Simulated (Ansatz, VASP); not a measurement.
# CsPbBr3 in VASP and in Ansatz

File INCAR:

```
  ALGO = Normal
  EDIFF = 1E-6
  EDIFFG = -0.005
  ENCUT = 600
  GGA = PS
  IBRION = 2
  ISIF = 3
  ISMEAR = 0
  LASPH = T
  LCHARG = F
  LREAL = F
  LWAVE = F
  NELM = 60
  NSW = 70
  PREC = Accurate
  SIGMA = 0.02
```

The input KPOINTS:

```
k-points
0
Gamma
  6 6 6
```

Contents of POSCAR:

```
CsPbBr3
1.0
    5.9981178917      0.0000000000      0.0000000000
    0.0000000000      5.9981178917      0.0000000000
    0.0000000000      0.0000000000      5.9981178917
Cs Pb Br
1 1 3
Direct
    0.0000000000      0.0000000000      0.0000000000
    0.5000000000      0.5000000000      0.5000000000
    0.0000000000      0.5000000000      0.5000000000
    0.5000000000      0.0000000000      0.5000000000
    0.5000000000      0.5000000000      0.0000000000
```

Input for Ansatz:

```yaml
crystal:
  lattice:
    - [5.9981178917, 0.0, 0.0]
    - [0.0, 5.9981178917, 0.0]
    - [0.0, 0.0, 5.9981178917]
  atoms:
    - { symbol: Cs, position: [0.0, 0.0, 0.0] }
    - { symbol: Pb, position: [0.5, 0.5, 0.5] }
    - { symbol: Br, position: [0.0, 0.5, 0.5] }
    - { symbol: Br, position: [0.5, 0.0, 0.5] }
    - { symbol: Br, position: [0.5, 0.5, 0.0] }
basis:
  ecutwfc: 420
kpoints:
  mp_grid: { grid: [6, 6, 6] }
hamiltonian:
  xc: pbesol
scf:
  occupations: { method: gaussian, width: 0.02 }
output:
  forces: true
  stress: true
  eigenvalues: true
relax:
  adjacent_minimum: "off"
  f_tol: 0.005
  max_steps: 50
  cell: { stress_tol: 0.05 }
```

Alike in both runs: task relaxation of cell and atoms; functional PBEsol; k mesh 6 × 6 × 6; occupations gaussian, width 0.02 eV; no spin polarisation.

```csv
,VASP,Ansatz
version,VASP 6.6.1,Ansatz 0.2.0
potentials or method,"VASP PAW PBE potentials, release 64 (Cs_sv, Pb_d, Br), cutoff 600 eV","scalar-relativistic, plane waves, PAW"
valence electrons in the cell,44,44
```

|  | VASP | Ansatz | Ansatz less VASP |
| --- | --- | --- | --- |
| gap on the k mesh at the Fermi level, each at its own relaxed structure (eV) | 1.43 | 1.43 | -0.002 |
| relaxed volume (Å³/atom) | 40.51 | 40.51 | -0.010 |
| relaxed cell length with the largest relative difference (Å) | 5.873 | 5.873 | -0.0005 |

VASP's potentials were made for PBE, not for PBEsol.

Spin-orbit coupling is off throughout.
